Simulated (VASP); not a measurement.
# Ru: single point with PBEsol

The system is Ru.

```
Ru
1.0
     2.74585    0.00000    0.00000
    -1.37293    2.37798    0.00000
     0.00000    0.00000    4.34118
Ru
2
Direct
  0.33333 0.66667 0.25000
  0.66667 0.33333 0.75000
```

This cell differs from its parent crystal: volume 14.173 Å^3 an atom, c/a of the conventional cell 1.5810.

```json
{
 "Program": "VASP 6.6.1",
 "Task": "single point",
 "Functional": "PBEsol",
 "Potentials or basis": "VASP PAW PBE potentials, release 64 (Ru_pv)",
 "Cutoff": "520 eV",
 "k mesh": "21 × 21 × 12",
 "Occupations": "gaussian, width 0.15 eV",
 "Spin": "no spin polarisation",
 "Dipole correction": "no",
 "Further INCAR settings": "ALGO = Fast; EDIFF = 1e-06; NBANDS = 21"
}
```

| Quantity | Value |
| --- | --- |
| Pressure | -18.6 GPa |
| Band gap on the k mesh | zero (band 14 reaches 13.40 eV, above the bottom of band 15 at 10.42 eV) |

Stress tensor (GPa, compression positive):
```
-18.03   0.00   0.00
  0.00 -18.03   0.00
  0.00   0.00 -19.85
```

Levels at points of the mesh, in eV from the Fermi level:
| k point | band 11 | band 12 | band 13 | band 14 | band 15 | band 16 | band 17 | band 18 |
| --- | --- | --- | --- | --- | --- | --- | --- | --- |
| (0.00, 0.00, 0.00) | -2.28 | -1.81 | -1.81 | -1.32 | -1.32 | 1.11 | 1.11 | 1.20 |
| (0.00, 0.00, 0.50) | -2.61 | -2.61 | -2.60 | -2.60 | 0.50 | 0.50 | 0.50 | 0.50 |

It took 77 s on 1 thread of Intel(R) Xeon(R) Platinum 8559C (Emerald Rapids) (shared host), peak memory 0.26 GiB.

Caveat: the PAW data sets were made with another functional, which shifts forces and pressure a little.
